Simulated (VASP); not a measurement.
Crystal: Ni3Ge.

```xyz
4
Lattice="3.5303 0.0000 0.0000 0.0000 3.5303 0.0000 0.0000 0.0000 3.5303" Properties=species:S:1:pos:R:3 pbc="T T T"
Ni    1.7652    0.0000    1.7652
Ni    0.0000    1.7652    1.7652
Ni    1.7652    1.7652    0.0000
Ge    0.0000    0.0000    0.0000
```

Base run:

* Program: VASP 6.6.1
* Functional: PBEsol
* Potentials or basis: VASP PAW PBE potentials, release 64 (Ni, Ge_d)
* Cutoff: 520 eV
* k mesh: 12 × 12 × 12
* Occupations: methfessel-paxton, width 0.1 eV
* Spin: no spin polarisation

Its results: band gap on the k mesh zero (band 22 reaches 10.22 eV, above the bottom of band 23 at 9.99 eV); pressure -0.6 GPa.

Question: After a change of settings the same cell gave: band gap on the k mesh zero (band 22 reaches 10.19 eV, above the bottom of band 23 at 9.97 eV); pressure 0.2 GPa. Which change was it?
A. occupations from methfessel-paxton, width 0.1 eV to methfessel-paxton, width 0.2 eV
B. occupations from methfessel-paxton, width 0.1 eV to fermi-dirac, width 0.2 eV
C. occupations from methfessel-paxton, width 0.1 eV to methfessel-paxton, width 0.5 eV; further incar settings from ALGO = Normal; EDIFF = 1e-06; NBANDS = 30 to ALGO = Fast; EDIFF = 1e-06; NBANDS = 30
D. k mesh from 12 × 12 × 12 to 4 × 4 × 4; occupations from methfessel-paxton, width 0.1 eV to gaussian, width 0.1 eV

Answer: B.

Caveats: the PAW data sets were made with another functional, which shifts forces and pressure a little.
